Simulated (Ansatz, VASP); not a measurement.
**One calculation of Al2Fe, two programs**

```
Al Fe
1.0
     4.24725    0.00000    0.00000
    -2.12362    3.67822    0.00000
     0.00000    0.00000    2.57845
Al Fe
2 1
Direct
  0.33333 0.66667 0.50000
  0.66667 0.33333 0.50000
  0.00000 0.00000 0.00000
```

Change from the starting cell: species swapped into the YbSi2 type (P6/mmm, No. 191).

Alike in both runs: functional PBE; k mesh 6 × 6 × 4; occupations gaussian, width 0.1 eV; collinear spin.

Ansatz relaxed the structure, and its values are those at the end. VASP's run is a single point on that final structure, the one shown.

```csv
,VASP,Ansatz
version,VASP 6.6.1,Ansatz 0.2.0
potentials or method,"VASP PAW PBE potentials, release 64 (Al, Fe), cutoff 520 eV","scalar-relativistic, plane waves, PAW"
valence electrons in the cell,14,22
```

```tsv
	VASP	Ansatz	Ansatz less VASP
gap on the k mesh at the Fermi level (eV)	none	none	-
pressure (GPa)	0.1	0.0	-0.07
net moment per atom (μB)	0.41	0.41	+0.001
size of the moment on the site where the two differ most (μB)	0.03	0.04	+0.014
```

Site moments also hang on the region over which each program counts them. A gap of «none» marks a metal or a gap that the smearing closes. The functional is the same, so the differences come from potentials, cutoffs and numerics. VASP's potentials hold 14 valence electrons a cell and Ansatz's 22, so a difference there can come from the potentials and not from the codes.

The k mesh is coarse, so the values compare programs but aren't converged.
